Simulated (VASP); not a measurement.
# Fe (P6_3/mmc) in VASP: further runs

The runs below take Fe through electric field gradients, with PBE.

All numbers are computed with VASP 6.6.1; they aren't measurements. Logs are shortened: lines on timing, memory, paths and dates and some standing lists are left out, and cuts for length are marked.

### Step 1. The cell of the first run

Symmetry: P6_3/mmc, No. 194, hexagonal system. Conventional cell: a = 2.434 Å, b = 2.434 Å, c = 3.765 Å, α = 90.00°, β = 90.00°, γ = 120.00°. Fe (site symmetry -6m2) has 12 Fe at 2.35 to 2.43 Å within 3.1 Å.

This isn't the form of Fe at room conditions, which is bcc.

### Step 2. Electric field gradients, PBE (zz strain of -2 %)

Input file INCAR:

```
SYSTEM = Fe
  ALGO = Normal
  EDIFF = 1E-8
  ENCUT = 520
  GGA = PE
  GGA_COMPAT = .FALSE.
  ISIF = 2
  ISMEAR = -1
  LASPH = .TRUE.
  LCHARG = .FALSE.
  LEFG = .TRUE.
  LREAL = .FALSE.
  LWAVE = .FALSE.
  NBANDS = 15
  NELM = 120
  PREC = Accurate
  SIGMA = 0.08
```

Input file KPOINTS:

```
k-points
0
G
  17 17 10
  0 0 0
```

Input file POSCAR:

```
Fe
1.0
    2.4341575853      0.0000000000      0.0000000000
   -1.2170787927      2.1080423057      0.0000000000
    0.0000000000      0.0000000000      3.7650957806
Fe
2
Direct
    0.3333333333      0.6666666667      0.2500000000
    0.6666666667      0.3333333333      0.7500000000
```

Potentials or basis: VASP PAW PBE potentials, release 64 (Fe).

Started as:

```sh
$ cat potpaw_PBE.64/Fe/POTCAR > POTCAR
$ mpirun -np 1 vasp_std > vasp.out
```

OUTCAR:

```text
SYSTEM = Fe
   EDIFF = 1E-8
   ENCUT = 520
   GGA = PE
   ISIF = 2
   ISMEAR = -1
   LASPH = .TRUE.
   LREAL = .FALSE.
   NELM = 120
   PREC = Accurate

 ion  position               nearest neighbor table
   1  0.333  0.667  0.250-   2 2.35   2 2.35   2 2.35   2 2.35   2 2.35   2 2.35
   2  0.667  0.333  0.750-   1 2.35   1 2.35   1 2.35   1 2.35   1 2.35   1 2.35

  LATTYP: Found a hexagonal cell.
 ALAT       =     2.4341575853
 C/A-ratio  =     1.5467756908

  Lattice vectors:

 A1 = (   2.4341575853,   0.0000000000,   0.0000000000)
 A2 = (  -1.2170787927,   2.1080423057,   0.0000000000)
 A3 = (   0.0000000000,   0.0000000000,   3.7650957806)

Analysis of symmetry for initial positions (statically):
=====================================================================
 Subroutine PRICEL returns:
 Original cell was already a primitive cell.

 Routine SETGRP: Setting up the symmetry group for a
 hexagonal supercell.

 Subroutine GETGRP returns: Found 24 space group operations
 (whereof 12 operations were pure point group operations)
 out of a pool of 24 trial point group operations.

The static configuration has the point symmetry D_3d.
 The point group associated with its full space group is D_6h.

Analysis of symmetry for dynamics (positions and initial velocities):
=====================================================================
 Subroutine PRICEL returns:
 Original cell was already a primitive cell.

 Routine SETGRP: Setting up the symmetry group for a
 hexagonal supercell.

 Subroutine GETGRP returns: Found 24 space group operations
 (whereof 12 operations were pure point group operations)
 out of a pool of 24 trial point group operations.

The dynamic configuration has the point symmetry D_3d.
 The point group associated with its full space group is D_6h.

 Subroutine INISYM returns: Found 24 space group operations
 (whereof 12 operations are pure point group operations),
 and found     1 'primitive' translations

----------------------------------------------------------------------------------------

                                     Primitive cell

  volume of cell :      19.3199

  direct lattice vectors                    reciprocal lattice vectors
     2.434157585  0.000000000  0.000000000     0.410819746  0.237186891  0.000000000
    -1.217078793  2.108042306  0.000000000     0.000000000  0.474373781  0.000000000
     0.000000000  0.000000000  3.765095781     0.000000000  0.000000000  0.265597493

  length of vectors
     2.434157585  2.434157585  3.765095781     0.474373781  0.474373781  0.265597493

  position of ions in fractional coordinates (direct lattice)
     0.333333333  0.666666667  0.250000000
     0.666666667  0.333333333  0.750000000

  ion indices of the primitive-cell ions
   primitive index   ion index
                 1           1
                 2           2

----------------------------------------------------------------------------------------

 KPOINTS: k-points

Automatic generation of k-mesh.
 Grid dimensions read from file:
 generate k-points for:   17   17   10

 Generating k-lattice:

  Cartesian coordinates                     Fractional coordinates (reciprocal lattice)
     0.024165867  0.013952170  0.000000000     0.058823529  0.000000000  0.000000000
     0.000000000  0.027904340  0.000000000     0.000000000  0.058823529  0.000000000
     0.000000000  0.000000000  0.026559749     0.000000000  0.000000000  0.100000000

  Length of vectors
     0.027904340  0.027904340  0.026559749

  Shift w.r.t. Gamma in fractional coordinates (k-lattice)
[... 38 lines left out ...]
   dimension x,y,z NGXF=    36 NGYF=   36 NGZF=   56
   ions per type =               2
   NGX,Y,Z   is equivalent  to a cutoff of  12.29, 12.29, 12.36 a.u.
   NGXF,Y,Z  is equivalent  to a cutoff of  24.59, 24.59, 24.73 a.u.
 SYSTEM =  Fe
   PREC   = accura    normal or accurate (medium, high low for compatibility)
   ISTART =      0    job   : 0-new  1-cont  2-samecut
   ICHARG =      2    charge: 1-file 2-atom 10-const
   ISPIN  =      1    spin polarized calculation?
   LNONCOLLINEAR =      F non collinear calculations
   LSORBIT =      F    spin-orbit coupling
   LASPH  =      T    aspherical Exc in radial PAW
   ENCUT  =  520.0 eV  38.22 Ry    6.18 a.u.   4.53  4.53  7.00*2*pi/ulx,y,z
   NELM   =    120;   NELMIN=  2; NELMDL= -5     # of ELM steps
   EDIFF  = 0.1E-07   stopping-criterion for ELM
   LREAL  =      F    real-space projection
   EDIFFG = 0.1E-06   stopping-criterion for IOM
   NSW    =      0    number of steps for IOM
   IBRION =     -1    ionic relax: 0-MD 1-quasi-New 2-CG
   NFREE  =      0    steps in history (QN), initial steepest desc. (CG)
   ISIF   =      2    stress and relaxation
   ISYM   =      2    0-nonsym 1-usesym 2-fastsym
   POTIM  = 0.5000    time-step for ionic-motion
   TEBEG  =    0.0;   TEEND  =   0.0 temperature during run
   PSTRESS=    0.0 pullay stress
   NELECT =      16.0000    total number of electrons
   NUPDOWN=      -1.0000    fix difference up-down
   EMIN   =  10.00;   EMAX   =-10.00  energy-range for DOS
   EFERMI =   0.00;   METHOD = LEGACY
   ISMEAR =    -1;   SIGMA  =   0.08  broadening in eV -4-tet -1-fermi 0-gaus
   EFERMI_NEDOS =   21; number of points for ismear=-14 and -15
   IALGO  =     38    algorithm
   IMIX   =      4    mixing-type and parameters
     AMIX     =   0.40;   BMIX     =  1.00
     AMIX_MAG =   1.60;   BMIX_MAG =  1.00
  volume/ion in A,a.u.               =       9.66        65.19
  Fermi-wavevector in a.u.,A,eV,Ry     =   1.537376  2.905220 32.157716  2.363525
  Thomas-Fermi vector in A             =   2.643894
   LORBIT       =      0    0 simple, 1 ext, 2 COOP (PROOUT), +10 PAW based schemes
   GGA     = PE    functional components
   LHFCALC =     F    Hartree Fock is set to
   AEXX    =    0.0000 exact exchange contribution
   IVDW    =     0    specifies the selected vdW correction
   LEPSILON=     F    determine dielectric tensor
   LRPA    =     F    only Hartree local field effects (RPA)
 non-spin polarized calculation
  energy-cutoff  :      520.00
  volume of cell :       19.32
 maximum number of plane-waves:       537
 NGX is ok and might be reduce to    18
   NGX =  9   NGY =  9   NGZ = 15

 number of electron      16.0000009 magnetization

 Free energy of the ion-electron system (eV)
  ---------------------------------------------------
  ext. energy  EPLUGINS =         0.00000000
  ---------------------------------------------------
  free energy    TOTEN  =       -16.26993253 eV

  energy without entropy =      -16.21846421  energy(sigma->0) =      -16.24419837

 E-fermi :   7.5395     XC(G=0): -14.1058

 val. band max:        7.5338455483   @ k =   0.4706   0.0588   0.5000
 cond. band min:       7.5395898229   @ k =   0.3529   0.2353   0.3000
 fundamental gap:      0.0057442746
 Fermi energy:         7.5395495608

 k-point     1 :       0.0000    0.0000    0.0000
  band No.  band energies     occupation
      1      -1.6928      2.00000
      2       2.2687      2.00000
      3       5.7281      2.00000
      4       5.7281      2.00000
      5       6.0387      2.00000
      6       6.2734      2.00000
      7       6.2734      2.00000
      8       6.5099      1.99999
      9       6.5099      1.99999
     10       8.3052      0.00014
     11       8.3052      0.00014
     12       8.4003      0.00004
     13      17.1921      0.00000
     14      29.5691      0.00000
[... 401 lines left out ...]
      2       3.5512      2.00000
      3       3.9842      2.00000
      4       4.1191      2.00000
      5       5.4477      2.00000
      6       5.9915      2.00000
      7       6.3225      2.00000
      8       7.1287      1.98830
      9       7.6048      0.61335
     10       8.1849      0.00063
     11       8.5873      0.00000
     12      15.4148      0.00000
     13      17.5158      0.00000
     14      21.2441      0.00000
     15      22.1213      0.00000

 [... further k-points ...]

------------------------ aborting loop because EDIFF is reached ----------------------------------------

  FORCE on cell =-STRESS in cart. coord.  units (eV):
  Direction    XX          YY          ZZ          XY          YZ          ZX
  --------------------------------------------------------------------------------------
  -------------------------------------------------------------------------------------
  Total        1.6402707      1.6402707      3.0593962     -0.0000000      0.0000000      0.0000000
  in kB      136.0260468    136.0260468    253.7127333     -0.0000000      0.0000000      0.0000000
  external PRESSURE =     175.2549423 kB  Pullay stress =       0.0000000 kB

 VOLUME and BASIS-vectors are now :
 -----------------------------------------------------------------------------
  energy-cutoff  :      520.00
  volume of cell :       19.32
      direct lattice vectors                 reciprocal lattice vectors
     2.434157585  0.000000000  0.000000000     0.410819746  0.237186891  0.000000000
    -1.217078793  2.108042306  0.000000000     0.000000000  0.474373781  0.000000000
     0.000000000  0.000000000  3.765095781     0.000000000  0.000000000  0.265597493

 POSITION                                       TOTAL-FORCE (eV/Angst)
 -----------------------------------------------------------------------------------
     -0.00000      1.40536      0.94127        -0.000000      0.000000      0.000000
      1.21708      0.70268      2.82382         0.000000     -0.000000      0.000000
 -----------------------------------------------------------------------------------
    total drift:                                0.000000     -0.000000     -0.000000

  FREE ENERGIE OF THE ION-ELECTRON SYSTEM (eV)
  ---------------------------------------------------
  free  energy   TOTEN  =       -16.2699325345 eV

  energy  without entropy=      -16.2184642149  energy(sigma->0) =      -16.24419837

 Electric field gradients (V/A^2)
---------------------------------------------------------------------
 ion       V_xx      V_yy      V_zz      V_xy      V_xz      V_yz
---------------------------------------------------------------------
   1       6.557     6.557   -13.114     0.000     0.000    -0.000
   2       6.557     6.557   -13.114     0.000    -0.000     0.000
---------------------------------------------------------------------

 Electric field gradients after diagonalization (V/A^2)
 (convention: |V_zz| > |V_xx| > |V_yy|)
----------------------------------------------------------------------
 ion       V_xx      V_yy      V_zz     asymmetry (V_yy - V_xx)/ V_zz
----------------------------------------------------------------------
   1       6.557     6.557   -13.114       0.000
   2       6.557     6.557   -13.114       0.000
----------------------------------------------------------------------

           NMR quadrupolar parameters

 Cq : quadrupolar parameter    Cq=e*Q*V_zz/h
 eta: asymmetry parameters     (V_yy - V_xx)/ V_zz
 Q  : nuclear electric quadrupole moment in mb (millibarn)
----------------------------------------------------------------------
 ion       Cq(MHz)       eta       Q (mb)
----------------------------------------------------------------------
   1      -0.032       0.000       1.000
   2      -0.032       0.000       1.000
----------------------------------------------------------------------
```

Run time: 31 s. Hardware: 1 thread of AMD EPYC 9R45 (Zen 5), shared host; peak memory 0.13 GiB.

What came out:

```
Free energy                             : -16.2699 eV
Pressure                                : 17.5 GPa
Band gap on the k mesh                  : zero (bands 8 and 9 overlap by 1.92 eV)
Largest electric field gradient by atom : Fe -13.1 V/Å²
```

Stress tensor (GPa, compression positive):
```
13.60  0.00  0.00
 0.00 13.60  0.00
 0.00  0.00 25.37
```

Electric field gradients, principal values (V/Å²):
```tsv
atom	least	middle	greatest (by size)
1 Fe	6.557	6.557	-13.114
2 Fe	6.557	6.557	-13.114
```

Caveat: the cell differs from its parent crystal (zz strain of -2 %); the cell stands under pressure; without QUAD_EFG the Cq values of the log hold for a quadrupole moment of 1 mb, not for the nuclei; the run has no spin polarisation, though such a crystal can be magnetic. Spin polarisation is off, so any magnetic state and its effect on volume and gap are missing.

### Step 3. Electric field gradients, PBE (zz strain of -1 %)

Input file INCAR:

```
ALGO = Normal
EDIFF = 1E-8
ENCUT = 520
GGA = PE
GGA_COMPAT = False
ISIF = 2
ISMEAR = -1
LASPH = True
LCHARG = False
LEFG = True
LREAL = False
LWAVE = False
NBANDS = 15
NELM = 120
PREC = Accurate
SIGMA = 0.08
```

Input file KPOINTS:

```
k-points
0
Gamma
  17 17 10
```

POSCAR: that of step 2 with these lines changed.

```diff
@@ -4,3 +4,3 @@
    -1.2170787927      2.1080423057      0.0000000000
-    0.0000000000      0.0000000000      3.7650957806
+    0.0000000000      0.0000000000      3.8035151253
 Fe
```

Potentials or basis: VASP PAW PBE potentials, release 64 (Fe).

Started as:

```sh
$ cat potpaw_PBE.64/Fe/POTCAR > POTCAR
$ mpirun -np 1 vasp_std > vasp.out
```

OUTCAR:

```text
EDIFF = 1E-8
   ENCUT = 520
   GGA = PE
   ISIF = 2
   ISMEAR = -1
   LASPH = True
   LREAL = False
   NELM = 120
   PREC = Accurate

 ion  position               nearest neighbor table
   1  0.333  0.667  0.250-   2 2.36   2 2.36   2 2.36   2 2.36   2 2.36   2 2.36
   2  0.667  0.333  0.750-   1 2.36   1 2.36   1 2.36   1 2.36   1 2.36   1 2.36

  LATTYP: Found a hexagonal cell.
 ALAT       =     2.4341575853
 C/A-ratio  =     1.5625591163

  Lattice vectors:

 A1 = (   2.4341575853,   0.0000000000,   0.0000000000)
[... 647 lines left out ...]
  ---------------------------------------------------
  free  energy   TOTEN  =       -16.2964787940 eV

  energy  without entropy=      -16.2440598787  energy(sigma->0) =      -16.27026934

 Electric field gradients (V/A^2)
---------------------------------------------------------------------
 ion       V_xx      V_yy      V_zz      V_xy      V_xz      V_yz
---------------------------------------------------------------------
   1       5.243     5.243   -10.486     0.000     0.000    -0.000
   2       5.243     5.243   -10.486     0.000    -0.000     0.000
---------------------------------------------------------------------

 Electric field gradients after diagonalization (V/A^2)
 (convention: |V_zz| > |V_xx| > |V_yy|)
----------------------------------------------------------------------
 ion       V_xx      V_yy      V_zz     asymmetry (V_yy - V_xx)/ V_zz
----------------------------------------------------------------------
   1       5.243     5.243   -10.486       0.000
   2       5.243     5.243   -10.486       0.000
----------------------------------------------------------------------

           NMR quadrupolar parameters

 Cq : quadrupolar parameter    Cq=e*Q*V_zz/h
 eta: asymmetry parameters     (V_yy - V_xx)/ V_zz
 Q  : nuclear electric quadrupole moment in mb (millibarn)
----------------------------------------------------------------------
 ion       Cq(MHz)       eta       Q (mb)
----------------------------------------------------------------------
   1      -0.025       0.000       1.000
   2      -0.025       0.000       1.000
----------------------------------------------------------------------
```

Run time: 38 s. Hardware: 1 thread of AMD EPYC 7R13 (Zen 3), shared host; peak memory 0.13 GiB.

Results:

```
Free energy                             : -16.2965 eV
Pressure                                : 13.7 GPa
Band gap on the k mesh                  : zero (bands 8 and 9 overlap by 1.90 eV)
Largest electric field gradient by atom : Fe -10.5 V/Å²
```

Stress tensor (GPa, compression positive):
```
11.59  0.00  0.00
 0.00 11.59  0.00
 0.00  0.00 17.89
```

Electric field gradients, principal values (V/Å²):
| atom | least | middle | greatest (by size) |
| --- | --- | --- | --- |
| 1 Fe | 5.243 | 5.243 | -10.486 |
| 2 Fe | 5.243 | 5.243 | -10.486 |

Caveat: the cell differs from its parent crystal (zz strain of -1 %); the cell stands under pressure; without QUAD_EFG the Cq values of the log hold for a quadrupole moment of 1 mb, not for the nuclei; the run has no spin polarisation, though such a crystal can be magnetic.

(Part 1 of 2 ends here.)
